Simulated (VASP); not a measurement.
A run of VASP 6.6.1 is set up as follows.

File INCAR:

```
SYSTEM = GaP
PREC = Accurate ; ENCUT = 520
EDIFF = 1E-6 ; ISMEAR = 1
SIGMA = 0.1 ; LREAL = .FALSE.
LASPH = .TRUE. ; NELM = 100
ALGO = Normal ; ISIF = 2
LWAVE = .FALSE. ; LCHARG = .FALSE.
GGA = PS ; NBANDS = 26
```

The input KPOINTS:

```
Automatic mesh
0
G
  12 12 12
  0 0 0
```

POSCAR

```
GaP
1.0
    1.9430151755      1.1218003346      6.5272722518
   -1.9430151755      1.1218003346      6.5272722518
    0.0000000000     -2.2436006692      6.5272722518
Ga P
2 2
Direct
    0.4353720000      0.4353720000      0.4353720000
    0.5646280000      0.5646280000      0.5646280000
    0.0573890000      0.0573890000      0.0573890000
    0.9426110000      0.9426110000      0.9426110000
```

Potentials or basis: VASP PAW PBE potentials, release 64 (Ga_d, P).

The run is started by

```sh
$ cat potpaw_PBE.64/Ga_d/POTCAR potpaw_PBE.64/P/POTCAR > POTCAR
$ mpirun -np 1 vasp_std > vasp.out
```

Task: Predict the pressure.

Result: -3.9 GPa.

Task: What does it give for the band gap on the k mesh?

Result: 0.67 eV (least direct gap 1.08 eV).

Task: What does it give for the largest force?

Result: 0.113 eV/Å.

Forces on the atoms (eV/Å):
```
Ga   0.000  0.000  0.093
Ga   0.000  0.000 -0.093
P    0.000  0.000 -0.113
P    0.000  0.000  0.113
```

Caveat: the cell differs from its parent crystal (strain +0.0150 x Voigt [0, 0, 1, 0, 0, 0]); the cell stands under tension; the PAW data sets were made with another functional, which shifts forces and pressure a little. A k mesh can miss the band edges.
